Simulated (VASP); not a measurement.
# Br (P6_3/mmc) in VASP: density of states with PBEsol

Aim: the density of states of Br with PBEsol.

All numbers are computed with VASP 6.6.1; they aren't measurements. Logs are shortened: lines on timing, memory, paths and dates and some standing lists are left out, and cuts for length are marked.

## (1) The cell of the first run

The structure is hexagonal, space group P6_3/mmc (No. 194). The conventional cell has a = 3.742 Å, b = 3.742 Å, c = 4.278 Å, α = 90.00°, β = 90.00°, γ = 120.00°. Br (site symmetry -6m2) has 12 Br at 3.04 to 3.74 Å within 4.0 Å.

## (2) Density of states, PBEsol

File POSCAR:

```
Br
1.0
    3.7418391860      0.0000000000      0.0000000000
   -1.8709195930      3.2405277920      0.0000000000
    0.0000000000      0.0000000000      4.2781622693
Br
2
Direct
    0.3333333333      0.6666666667      0.2500000000
    0.6666666667      0.3333333333      0.7500000000
```

File INCAR.step1:

```
  PREC = Accurate
  ENCUT = 520
  EDIFF = 1E-7
  ISMEAR = -1
  SIGMA = 0.1
  LREAL = False
  LASPH = True
  NELM = 80
  ALGO = Normal
  ISIF = 2
  LWAVE = False
  LCHARG = True
  GGA = PS
  NBANDS = 14
```

File KPOINTS.step1:

```
regular mesh
0
Gamma
  14 14 8
```

File INCAR.step2:

```
  PREC = Accurate
  ENCUT = 520
  EDIFF = 1E-7
  ISMEAR = -5
  SIGMA = 0.1
  LREAL = False
  LASPH = True
  NELM = 80
  ALGO = Normal
  ISIF = 2
  LWAVE = False
  LCHARG = False
  GGA = PS
  LORBIT = 10
  NBANDS = 14
  NEDOS = 1001
  ICHARG = 11
```

File KPOINTS.step2:

```
regular mesh
0
Gamma
  21 21 12
```

Potentials or basis: VASP PAW PBE potentials, release 64 (Br).

Run with:

```bash
> cat potpaw_PBE.64/Br/POTCAR > POTCAR
> cp INCAR.step1 INCAR
> cp KPOINTS.step1 KPOINTS
> mpirun -np 1 vasp_std > vasp.out
> cp INCAR.step2 INCAR
> cp KPOINTS.step2 KPOINTS
> mpirun -np 1 vasp_std > vasp.out
```

OUTCAR:

```text
PREC = Accurate
   ENCUT = 520
   EDIFF = 1E-7
   ISMEAR = -5
   LREAL = False
   LASPH = True
   NELM = 80
   ISIF = 2
   GGA = PS
   LORBIT = 10
   ICHARG = 11

 ion  position               nearest neighbor table
   1  0.333  0.667  0.250-
   2  0.667  0.333  0.750-

  LATTYP: Found a hexagonal cell.
 ALAT       =     3.7418391860
 C/A-ratio  =     1.1433314091

  Lattice vectors:

 A1 = (   3.7418391860,   0.0000000000,   0.0000000000)
 A2 = (  -1.8709195930,   3.2405277920,   0.0000000000)
 A3 = (   0.0000000000,   0.0000000000,   4.2781622693)

Analysis of symmetry for initial positions (statically):
=====================================================================
 Subroutine PRICEL returns:
 Original cell was already a primitive cell.

 Routine SETGRP: Setting up the symmetry group for a
 hexagonal supercell.

 Subroutine GETGRP returns: Found 24 space group operations
 (whereof 12 operations were pure point group operations)
 out of a pool of 24 trial point group operations.

The static configuration has the point symmetry D_3d.
 The point group associated with its full space group is D_6h.

Analysis of symmetry for dynamics (positions and initial velocities):
=====================================================================
 Subroutine PRICEL returns:
 Original cell was already a primitive cell.

 Routine SETGRP: Setting up the symmetry group for a
 hexagonal supercell.

 Subroutine GETGRP returns: Found 24 space group operations
 (whereof 12 operations were pure point group operations)
 out of a pool of 24 trial point group operations.

The dynamic configuration has the point symmetry D_3d.
 The point group associated with its full space group is D_6h.

 Subroutine INISYM returns: Found 24 space group operations
 (whereof 12 operations are pure point group operations),
 and found     1 'primitive' translations

----------------------------------------------------------------------------------------

                                     Primitive cell

  volume of cell :      51.8750

  direct lattice vectors                    reciprocal lattice vectors
     3.741839186  0.000000000  0.000000000     0.267248257  0.154295853  0.000000000
    -1.870919593  3.240527792  0.000000000     0.000000000  0.308591706  0.000000000
     0.000000000  0.000000000  4.278162269     0.000000000  0.000000000  0.233745224

[... 95 lines left out ...]
   PSTRESS=    0.0 pullay stress
   NELECT =      14.0000    total number of electrons
   NUPDOWN=      -1.0000    fix difference up-down
   EMIN   =  10.00;   EMAX   =-10.00  energy-range for DOS
   EFERMI =   0.00;   METHOD = LEGACY
   ISMEAR =    -5;   SIGMA  =   0.10  broadening in eV -4-tet -1-fermi 0-gaus
   EFERMI_NEDOS =   21; number of points for ismear=-14 and -15
   IALGO  =     38    algorithm
   IMIX   =      4    mixing-type and parameters
     AMIX     =   0.40;   BMIX     =  1.00
     AMIX_MAG =   1.60;   BMIX_MAG =  1.00
  volume/ion in A,a.u.               =      25.94       175.03
  Fermi-wavevector in a.u.,A,eV,Ry     =   1.057949  1.999234 15.228408  1.119256
  Thomas-Fermi vector in A             =   2.193241
   LORBIT       =     10    0 simple, 1 ext, 2 COOP (PROOUT), +10 PAW based schemes
   GGA     = PS    functional components
   LHFCALC =     F    Hartree Fock is set to
   AEXX    =    0.0000 exact exchange contribution
   IVDW    =     0    specifies the selected vdW correction
   LEPSILON=     F    determine dielectric tensor
   LRPA    =     F    only Hartree local field effects (RPA)
 non-spin polarized calculation
 Fermi weights with tetrahedron method with Bloechl corrections
  energy-cutoff  :      520.00
  volume of cell :       51.88
 maximum number of plane-waves:      1418
 NGX is ok and might be reduce to    28

 number of electron      13.9999997 magnetization

 Free energy of the ion-electron system (eV)
  ---------------------------------------------------
  ext. energy  EPLUGINS =         0.00000000
  ---------------------------------------------------
  free energy    TOTEN  =        -2.81976270 eV

  energy without entropy =       -2.81976270  energy(sigma->0) =       -2.81976270

 E-fermi :   2.0928     XC(G=0):  -9.4920

 val. band max:        2.1565285025   @ k =   0.4762  -0.0000   0.5000
 cond. band min:       2.0254635803   @ k =   0.2857   0.0000   0.5000
 fundamental gap:     -0.1310649221
 Fermi energy:         2.0928415780

 k-point     1 :       0.0000    0.0000    0.0000
  band No.  band energies     occupation
      1     -13.9914      2.00000
      2     -11.0982      2.00000
      3      -2.5905      2.00000
      4       0.0182      2.00000
      5       0.0182      2.00000
      6       1.9734      2.00000
      7       1.9734      2.00000
      8       3.2724      0.00000
      9       7.9032      0.00000
     10       8.9228      0.00000
     11      12.5393      0.00000
     12      12.5393      0.00000
     13      14.2273      0.00000
     14      14.2273      0.00000
[... 377 lines left out ...]
      1     -13.5502      2.00000
      2     -11.3498      2.00000
      3      -1.9934      2.00000
      4      -1.0827      2.00000
      5      -0.7541      2.00000
      6       1.0210      2.00000
      7       2.2118      0.00367
      8       2.2119      0.00000
      9       9.1271      0.00000
     10      10.3781      0.00000
     11      11.7216      0.00000
     12      12.1915      0.00000
     13      13.9818      0.00000
     14      14.0137      0.00000

 [... further k-points ...]
[... 5 lines left out ...]
  --------------------------------------------------------------------------------------
  -------------------------------------------------------------------------------------
  Total       -0.1048754     -0.1048754     -0.0551573      0.0000000     -0.0000000      0.0000000
  in kB       -3.2391140     -3.2391140     -1.7035514      0.0000000     -0.0000000      0.0000000
  external PRESSURE =      -2.7272598 kB  Pullay stress =       0.0000000 kB

 VOLUME and BASIS-vectors are now :
 -----------------------------------------------------------------------------
  energy-cutoff  :      520.00
  volume of cell :       51.88
      direct lattice vectors                 reciprocal lattice vectors
     3.741839186  0.000000000  0.000000000     0.267248257  0.154295853  0.000000000
    -1.870919593  3.240527792  0.000000000     0.000000000  0.308591706  0.000000000
     0.000000000  0.000000000  4.278162269     0.000000000  0.000000000  0.233745224

 POSITION                                       TOTAL-FORCE (eV/Angst)
 -----------------------------------------------------------------------------------
     -0.00000      2.16035      1.06954         0.000000     -0.000000      0.000000
      1.87092      1.08018      3.20862        -0.000000      0.000000      0.000000
 -----------------------------------------------------------------------------------
    total drift:                                0.000000     -0.000000      0.000000

  FREE ENERGIE OF THE ION-ELECTRON SYSTEM (eV)
  ---------------------------------------------------
  free  energy   TOTEN  =        -2.8197627014 eV

  energy  without entropy=       -2.8197627014  energy(sigma->0) =       -2.81976270

 total charge

# of ion       s       p       d       tot
------------------------------------------
    1        1.644   2.995   0.026   4.664
    2        1.644   2.995   0.026   4.664
--------------------------------------------------
tot          3.288   5.990   0.051   9.329
```

It took 76 s on 1 thread of Intel Xeon 6975P-C (Granite Rapids), shared host; peak memory 0.3 GiB.

Results:

```
Valence electrons inside the program's atomic spheres : Br 4.66
```

Caveat: the PAW data sets were made with another functional, which shifts forces and pressure a little; tetrahedron occupations give inexact forces and stress in metals.
